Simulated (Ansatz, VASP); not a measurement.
**CdSiN2: VASP beside Ansatz**

POSCAR

```
CdSiN2
1.0
    3.1480664100      0.0000000000      0.0000000000
    0.0000000000      3.1480664100      0.0000000000
    0.0000000000      0.0000000000      5.1102333328
Cd N Si
1 2 1
Direct
    0.0000000000      0.0000000000      0.0000000000
    0.0000000000      0.5000000000      0.3225100448
    0.5000000000      0.0000000000      0.6774899552
    0.5000000000      0.5000000000      0.5000000000
```

Contents of INCAR.step1:

```
SYSTEM = CdSiN2
PREC     = Accurate       ! precision mode
ENCUT    = 520            ! plane-wave cutoff, eV
EDIFF    = 1E-5           ! SCF threshold, eV
ISMEAR   = 0              ! smearing method
SIGMA    = 0.01           ! smearing width, eV
LREAL    = .FALSE.        ! projectors in reciprocal space
LASPH    = .TRUE.         ! aspherical terms in the spheres
NELM     = 120            ! most SCF steps
ALGO     = Normal         ! electronic algorithm
ISIF     = 2              ! what is computed and relaxed
LWAVE    = .TRUE.         ! write WAVECAR
GGA      = PE             ! functional
NBANDS   = 21             ! bands
GGA_COMPAT= .FALSE.      
KPAR     = 4
```

INCAR.step2

```
SYSTEM = CdSiN2
PREC     = Accurate       ! precision mode
ENCUT    = 520            ! plane-wave cutoff, eV
EDIFF    = 1E-6           ! SCF threshold, eV
ISMEAR   = 0              ! smearing method
SIGMA    = 0.01           ! smearing width, eV
LREAL    = .FALSE.        ! projectors in reciprocal space
LASPH    = .TRUE.         ! aspherical terms in the spheres
NELM     = 120            ! most SCF steps
ALGO     = Normal         ! electronic algorithm
ISIF     = 2              ! what is computed and relaxed
LWAVE    = .FALSE.        ! write WAVECAR
LCHARG   = .TRUE.         ! write CHGCAR
GGA      = PE             ! functional
LHFCALC  = .TRUE.         ! exact exchange
HFSCREEN = 0.2079         ! screening, 1/A
PRECFOCK = Normal       
LVHAR    = .TRUE.       
ISTART   = 1            
NBANDS   = 21             ! bands
GGA_COMPAT= .FALSE.      
KPAR     = 4
```

File KPOINTS:

```
Automatic mesh
0
G
  6 6 4
  0 0 0
```

Input for Ansatz:

```yaml
crystal:
  lattice:
    - [3.14806641, 0.0, 0.0]
    - [0.0, 3.14806641, 0.0]
    - [0.0, 0.0, 5.1102333328]
  atoms:
    - { symbol: Cd, position: [0.0, 0.0, 0.0] }
    - { symbol: "N", position: [0.0, 0.5, 0.3225100448] }
    - { symbol: Si, position: [0.5, 0.5, 0.5] }
    - { symbol: "N", position: [0.5, 0.0, 0.6774899552] }
kpoints:
  mp_grid: { grid: [6, 6, 4] }
  band_path:
    path:
      - [0.0, 0.0, 0.0]
      - [0.0, 0.5, 0.0]
      - [0.5, 0.5, 0.0]
      - [0.0, 0.0, 0.5]
      - [0.0, 0.5, 0.5]
      - [0.5, 0.5, 0.5]
    npoints: 1
hamiltonian:
  xc: hse06
scf:
  occupations: { method: fixed }
  n_extra_bands: 5
output:
  forces: true
  stress: true
  eigenvalues: true
  write_density: true
  write_potential: true
  elf: true
  volumetric_format: npy
```

Change from the starting cell: biaxial_xy strain +3.8%.

Alike in both runs: task single point; functional HSE06; k mesh 6 × 6 × 4; no spin polarisation.

```csv
,VASP,Ansatz
version,VASP 6.6.1,Ansatz 0.2.0
potentials or method,"VASP PAW PBE potentials, release 64 (Cd, N, Si)","plane waves, PAW"
plane-wave cutoff (eV),520,420
occupations,"gaussian, width 0.01 eV",fixed
valence electrons in the cell,26,34
```

```csv
,VASP,Ansatz,Ansatz less VASP
gap on the k mesh at the Fermi level (eV),1.99,1.97,-0.022
pressure (GPa),-12.5,-13.0,-0.47
rms of the force components (eV/Å),0.006,0.036,+0.0300
```

VASP's potentials hold 26 valence electrons a cell and Ansatz's 34, so a difference there can come from the potentials and not from the codes. Ansatz's warnings: stress exchange threshold loose, stress scf threshold loose.
